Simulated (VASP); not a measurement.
# FeGe (NiAs type) (P6_3/mmc) in VASP: a series of runs

FeGe (NiAs type) is run at these levels: PBE; tasks: single point.

All numbers are computed with VASP 6.6.1; they aren't measurements. Logs are shortened: lines on timing, memory, paths and dates and some standing lists are left out, and cuts for length are marked.

## Step 1: The cell of the first run

Symmetry: P6_3/mmc, No. 194, hexagonal system. The conventional cell has a = 3.672 Å, b = 3.672 Å, c = 5.046 Å, α = 90.00°, β = 90.00°, γ = 120.00°. Within 3.3 Å of Fe (site symmetry -3m) lie 6 Ge at 2.47 Å and 2 Fe at 2.52 Å. Within 3.3 Å of Ge (site symmetry -6m2) lie 6 Fe at 2.47 Å and 6 Ge at 3.30 Å.

## Step 2: Single point, PBE, collinear spin, ferromagnetic start

INCAR reads:

```
SYSTEM = FeGe
  ALGO = Normal
  EDIFF = 1E-6
  ENCUT = 520
  GGA = PE
  ISIF = 2
  ISMEAR = -1
  ISPIN = 2
  LASPH = .TRUE.
  LCHARG = .TRUE.
  LELF = .TRUE.
  LMAXMIX = 4
  LORBIT = 11
  LREAL = .FALSE.
  LVHAR = .TRUE.
  LWAVE = .FALSE.
  MAGMOM = 2.5 2.5 0 0
  NBANDS = 34
  NELM = 150
  PREC = Accurate
  SIGMA = 0.05
```

KPOINTS reads:

```
k-points
0
G
  10 10 6
  0 0 0
```

POSCAR reads:

```
FeGe
1.0
    3.6723922185      0.0000000000      0.0000000000
   -1.8361961093      3.1803849539      0.0000000000
    0.0000000000      0.0000000000      5.0457384548
Fe Ge
2 2
Direct
    0.0000000000      0.0000000000      0.0000000000
    0.0000000000      0.0000000000      0.5000000000
    0.3333333333      0.6666666667      0.2500000000
    0.6666666667      0.3333333333      0.7500000000
```

Potentials or basis: VASP PAW PBE potentials, release 64 (Fe, Ge_d).

Launch:

```sh
$ cat potpaw_PBE.64/Fe/POTCAR potpaw_PBE.64/Ge_d/POTCAR > POTCAR
$ mpirun -np 1 vasp_std > vasp.out
```

OUTCAR:

```text
SYSTEM = FeGe
   EDIFF = 1E-6
   ENCUT = 520
   GGA = PE
   ISIF = 2
   ISMEAR = -1
   ISPIN = 2
   LASPH = .TRUE.
   LORBIT = 11
   LREAL = .FALSE.
   NELM = 150
   PREC = Accurate

 ion  position               nearest neighbor table
   1  0.000  0.000  0.000-   3 2.47   4 2.47   4 2.47   3 2.47   4 2.47   3 2.47   2 2.52   2 2.52

   2  0.000  0.000  0.500-   3 2.47   4 2.47   4 2.47   3 2.47   4 2.47   3 2.47   1 2.52   1 2.52

   3  0.333  0.667  0.250-   1 2.47   2 2.47   1 2.47   2 2.47   1 2.47   2 2.47
   4  0.667  0.333  0.750-   1 2.47   2 2.47   1 2.47   2 2.47   1 2.47   2 2.47

  LATTYP: Found a hexagonal cell.
 ALAT       =     3.6723922185
 C/A-ratio  =     1.3739650219

  Lattice vectors:

 A1 = (   3.6723922185,   0.0000000000,   0.0000000000)
 A2 = (  -1.8361961093,   3.1803849539,   0.0000000000)
 A3 = (   0.0000000000,   0.0000000000,   5.0457384548)

Analysis of symmetry for initial positions (statically):
=====================================================================
 Subroutine PRICEL returns:
 Original cell was already a primitive cell.

 Routine SETGRP: Setting up the symmetry group for a
 hexagonal supercell.

 Subroutine GETGRP returns: Found 24 space group operations
 (whereof 12 operations were pure point group operations)
 out of a pool of 24 trial point group operations.

The static configuration has the point symmetry D_3d.
 The point group associated with its full space group is D_6h.

Analysis of symmetry for dynamics (positions and initial velocities):
=====================================================================
 Subroutine PRICEL returns:
 Original cell was already a primitive cell.

 Routine SETGRP: Setting up the symmetry group for a
 hexagonal supercell.

 Subroutine GETGRP returns: Found 24 space group operations
 (whereof 12 operations were pure point group operations)
 out of a pool of 24 trial point group operations.

The dynamic configuration has the point symmetry D_3d.
 The point group associated with its full space group is D_6h.

Analysis of structural, dynamic, and magnetic symmetry:
=====================================================================
 Subroutine PRICEL returns:
 Original cell was already a primitive cell.

 Routine SETGRP: Setting up the symmetry group for a
 hexagonal supercell.

 Subroutine GETGRP returns: Found 24 space group operations
 (whereof 12 operations were pure point group operations)
 out of a pool of 24 trial point group operations.

[... 131 lines left out ...]
   LHFCALC =     F    Hartree Fock is set to
   AEXX    =    0.0000 exact exchange contribution
   IVDW    =     0    specifies the selected vdW correction
   LEPSILON=     F    determine dielectric tensor
   LRPA    =     F    only Hartree local field effects (RPA)
 spin polarized calculation
  energy-cutoff  :      520.00
  volume of cell :       58.93
 maximum number of plane-waves:      1608
 NGX is ok and might be reduce to    28
   NGX = 13   NGY = 13   NGZ = 19

 number of electron      43.9999971 magnetization       3.0301968

 Free energy of the ion-electron system (eV)
  ---------------------------------------------------
  ext. energy  EPLUGINS =         0.00000000
  ---------------------------------------------------
  free energy    TOTEN  =       -25.42327855 eV

  energy without entropy =      -25.37938243  energy(sigma->0) =      -25.40133049

 E-fermi :   6.2852     XC(G=0): -12.0283

 val. band max:        6.2847400279   @ k =   0.5000   0.0000   0.3333
 cond. band min:       6.2883169800   @ k =   0.3000   0.1000   0.1667
 fundamental gap:      0.0035769521
 Fermi energy:         6.2851999857

 spin component 1

 k-point     1 :       0.0000    0.0000    0.0000
  band No.  band energies     occupation
      1     -17.8944      1.00000
      2     -17.8944      1.00000
      3     -17.8723      1.00000
      4     -17.8639      1.00000
      5     -17.8533      1.00000
      6     -17.8533      1.00000
[... 877 lines left out ...]
     33      19.3361      0.00000
     34      19.8585      0.00000

 [... further k-points ...]

 spin component 2

 k-point     1 :       0.0000    0.0000    0.0000
  band No.  band energies     occupation
      1     -17.9119      1.00000
      2     -17.9119      1.00000
      3     -17.8931      1.00000
      4     -17.8846      1.00000
      5     -17.8704      1.00000
      6     -17.8704      1.00000
[... 877 lines left out ...]
     33      19.3752      0.00000
     34      19.9659      0.00000

 [... further k-points ...]

------------------------ aborting loop because EDIFF is reached ----------------------------------------

  FORCE on cell =-STRESS in cart. coord.  units (eV):
  Direction    XX          YY          ZZ          XY          YZ          ZX
  --------------------------------------------------------------------------------------
  -------------------------------------------------------------------------------------
  Total       -0.7330269     -0.7330269     -0.6835005      0.0000000     -0.0000000     -0.0000000
  in kB      -19.9286103    -19.9286103    -18.5821501      0.0000000     -0.0000000     -0.0000000
  external PRESSURE =     -19.4797902 kB  Pullay stress =       0.0000000 kB

 VOLUME and BASIS-vectors are now :
 -----------------------------------------------------------------------------
  energy-cutoff  :      520.00
  volume of cell :       58.93
      direct lattice vectors                 reciprocal lattice vectors
     3.672392219  0.000000000  0.000000000     0.272302069  0.157213673  0.000000000
    -1.836196109  3.180384954  0.000000000     0.000000000  0.314427346  0.000000000
     0.000000000  0.000000000  5.045738455     0.000000000  0.000000000  0.198187046

 POSITION                                       TOTAL-FORCE (eV/Angst)
 -----------------------------------------------------------------------------------
      0.00000      0.00000      0.00000        -0.000000     -0.000000      0.000000
      0.00000      0.00000      2.52287        -0.000000     -0.000000      0.000000
     -0.00000      2.12026      1.26143        -0.000000      0.000000      0.000000
      1.83620      1.06013      3.78430         0.000000     -0.000000     -0.000000
 -----------------------------------------------------------------------------------
    total drift:                                0.000000     -0.000000     -0.000000

  FREE ENERGIE OF THE ION-ELECTRON SYSTEM (eV)
  ---------------------------------------------------
  free  energy   TOTEN  =       -25.4232785502 eV

  energy  without entropy=      -25.3793824315  energy(sigma->0) =      -25.40133049

 total charge

# of ion       s       p       d       tot
------------------------------------------
    1        0.443   0.488   6.361   7.292
    2        0.443   0.488   6.361   7.292
    3        1.141   1.203  10.062  12.406
    4        1.141   1.203  10.062  12.406
--------------------------------------------------
tot          3.167   3.382  32.847  39.396

 magnetization (x)

# of ion       s       p       d       tot
------------------------------------------
    1        0.016   0.000   1.627   1.644
    2        0.016   0.000   1.627   1.644
    3       -0.010  -0.092  -0.001  -0.103
    4       -0.010  -0.092  -0.001  -0.103
--------------------------------------------------
tot          0.011  -0.183   3.254   3.082
```

stdout:

```text
POSCAR found type information on POSCAR FeGe
 POSCAR found :  2 types and       4 ions
 scaLAPACK will be used
 LDA part: xc-table for (Slater+PW92), standard interpolation
 POSCAR, INCAR and KPOINTS ok, starting setup
 FFT: planning ... GRIDC
 FFT: planning ... GRID_SOFT
 FFT: planning ... GRID
 WAVECAR not read
 entering main loop
```

Run time: 4.8 min. Hardware: 1 thread of Oxide Virtual Turin-like, shared host; peak memory 0.27 GiB.

Results:

```yaml
Free_energy: -25.4233 eV
Pressure: -1.9 GPa
Net_moment: 3.03 μB per cell
Site_moments: Fe +1.64; Ge -0.10 μB
Valence_electrons_inside_the_program's_atomic_spheres: Fe 7.29; Ge 12.41
```

Stress tensor (GPa, compression positive):
```
-1.99  0.00  0.00
 0.00 -1.99  0.00
 0.00  0.00 -1.86
```

(Part 1 of 2 ends here.)
